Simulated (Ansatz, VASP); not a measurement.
Li3In: VASP beside Ansatz

```
Li In
1.0
     4.70557    0.00000    0.00000
    -2.35278    4.07514    0.00000
     0.00000    0.00000   29.50446
Li In
3 1
Direct
  0.00000 0.00000 0.34255
  0.66667 0.33333 0.28043
  0.33333 0.66667 0.28279
  0.00000 0.00000 0.24659
```

Alike in both runs: functional PBE; k mesh 6 × 6 × 1; occupations gaussian, width 0.1 eV; no spin polarisation.

Ansatz relaxed the structure, and its values are those at the end. VASP's run is a single point on that final structure, the one shown.

|  | VASP | Ansatz |
| --- | --- | --- |
| version | VASP 6.6.1 | Ansatz 0.2.0 |
| potentials or method | VASP PAW PBE potentials, release 64 (Li_sv, In_d), cutoff 520 eV | scalar-relativistic, plane waves, PAW |
| valence electrons in the cell | 22 | 22 |

|  | VASP | Ansatz | Ansatz less VASP |
| --- | --- | --- | --- |
| gap on the k mesh at the Fermi level (eV) | none | none | - |
| rms of the force components (eV/Å) | 0.008 | 0.008 | +0.0004 |

A gap of «none» marks a metal or a gap that the smearing closes. Ansatz's warnings: slab cell height set.

Noted on VASP's run: the cutoff is under 1.25 times that of the potentials, so the pressure is a little rough.
